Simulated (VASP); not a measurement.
Input of a VASP 6.6.1 run:

Contents of INCAR:

```
SYSTEM = CO2
  ALGO = Normal
  EDIFF = 1E-7
  ENCUT = 520
  GGA = PE
  ISIF = 2
  ISMEAR = 0
  IVDW = 12
  LASPH = .TRUE.
  LCHARG = .FALSE.
  LREAL = .FALSE.
  LWAVE = .FALSE.
  NBANDS = 44
  NELM = 60
  PREC = Accurate
  SIGMA = 0.02
```

Contents of KPOINTS:

```
k-points
0
G
  4 4 4
  0 0 0
```

The input POSCAR:

```
CO2
1.0
    5.7132173136      0.0000000000      0.0000000000
    0.0000000000      5.7132173136      0.0000000000
    0.0000000000      0.0000000000      5.7132173136
C O
4 8
Direct
    0.0000000000      0.0000000000      0.0000000000
    0.5000000000      0.0000000000      0.5000000000
    0.5000000000      0.5000000000      0.0000000000
    0.0000000000      0.5000000000      0.5000000000
    0.1181218480      0.1181218480      0.1181218480
    0.3818781520      0.8818781520      0.6181218480
    0.6181218480      0.3818781520      0.8818781520
    0.8818781520      0.6181218480      0.3818781520
    0.8818781520      0.8818781520      0.8818781520
    0.6181218480      0.1181218480      0.3818781520
    0.3818781520      0.6181218480      0.1181218480
    0.1181218480      0.3818781520      0.6181218480
```

Potentials or basis: VASP PAW PBE potentials, release 64 (C, O).

Run with:

```console
$ cat potpaw_PBE.64/C/POTCAR potpaw_PBE.64/O/POTCAR > POTCAR
$ mpirun -np 1 vasp_std > vasp.out
```

**Question.** Estimate the pressure.

**Answer.** 1.5 GPa.

**Question.** Predict the band gap on the k mesh.

**Answer.** 6.73 eV.

**Question.** Estimate the largest force.

**Answer.** 0.636 eV/Å.

Forces in eV/Å, atoms in the order of the input:
```
C    0.000  0.000  0.000
C    0.000  0.000  0.000
C    0.000  0.000  0.000
C    0.000  0.000  0.000
O    0.367  0.367  0.367
O   -0.367 -0.367  0.367
O    0.367 -0.367 -0.367
O   -0.367  0.367 -0.367
O   -0.367 -0.367 -0.367
O    0.367  0.367 -0.367
O   -0.367  0.367  0.367
O    0.367 -0.367  0.367
```

A k mesh can miss the band edges. As with any semilocal functional, this PBE gap is likely too small.
